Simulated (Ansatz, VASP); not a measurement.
## BN in VASP and in Ansatz

Contents of INCAR:

```
SYSTEM = BN
PREC = Accurate ; ENCUT = 520
EDIFF = 1E-7 ; ISMEAR = -1
SIGMA = 0.02 ; LREAL = .False.
LASPH = .True. ; NELM = 60
ALGO = Normal ; ISIF = 2
LWAVE = .False. ; LCHARG = .True.
GGA = PS ; LELF = .True.
LVHAR = .True. ; NBANDS = 16
```

File KPOINTS:

```
Automatic mesh
0
Gamma
  11 11 4
  0 0 0
```

Contents of POSCAR:

```
BN
1.0
    2.5039917043      0.0000000000      0.0000000000
   -1.2519958522      2.1685204268      0.0000000000
    0.0000000000      0.0000000000      6.4613640000
B N
2 2
Direct
    0.3333333333      0.6666666667      0.2500000000
    0.6666666667      0.3333333333      0.7500000000
    0.3333333333      0.6666666667      0.7500000000
    0.6666666667      0.3333333333      0.2500000000
```

Input for Ansatz:

```yaml
crystal:
  lattice:
    - [2.5039917043, 0.0, 0.0]
    - [-1.2519958522, 2.1685204268, 0.0]
    - [0.0, 0.0, 6.461364]
  atoms:
    - { symbol: B, position: [0.3333333333, 0.6666666667, 0.25] }
    - { symbol: B, position: [0.6666666667, 0.3333333333, 0.75] }
    - { symbol: "N", position: [0.3333333333, 0.6666666667, 0.75] }
    - { symbol: "N", position: [0.6666666667, 0.3333333333, 0.25] }
kpoints:
  mp_grid: { grid: [11, 11, 4] }
  band_path:
    path:
      - [0.0, 0.0, 0.0]
      - [0.5, 0.0, 0.0]
      - [0.3333333333, 0.3333333333, 0.0]
      - [0.0, 0.0, 0.0]
      - [0.0, 0.0, 0.5]
      - [0.5, 0.0, 0.5]
      - [0.3333333333, 0.3333333333, 0.5]
      - [0.0, 0.0, 0.5]
      - [0.5, 0.0, 0.5]
    npoints: 5
scf:
  occupations: { method: fermi_dirac, width: 0.02 }
hamiltonian:
  xc: pbesol
  pseudopotentials: { kind: all_electron, lapw: { basis_error: 0.001 } }
output:
  forces: true
  stress: true
  eigenvalues: true
```

Change from the starting cell: zz strain of -3 %.

Alike in both runs: task single point; functional PBEsol; k mesh 11 × 11 × 4; occupations fermi-dirac, width 0.02 eV; no spin polarisation.

|  | VASP | Ansatz |
| --- | --- | --- |
| version | VASP 6.6.1 | Ansatz 0.2.0 |
| potentials or method | VASP PAW PBE potentials, release 64 (B, N), cutoff 520 eV | all-electron LAPW, scalar-relativistic |

```tsv
	VASP	Ansatz	Ansatz less VASP
gap on the k mesh at the Fermi level (eV)	4.19	4.19	+0.006
pressure (GPa)	1.1	0.7	-0.33
traceless stress, the component that is largest in VASP (GPa)	0.45	0.94	+0.491
```

VASP's potentials were made for PBE, not for PBEsol. Ansatz ran all-electron here, and VASP with PAW potentials.
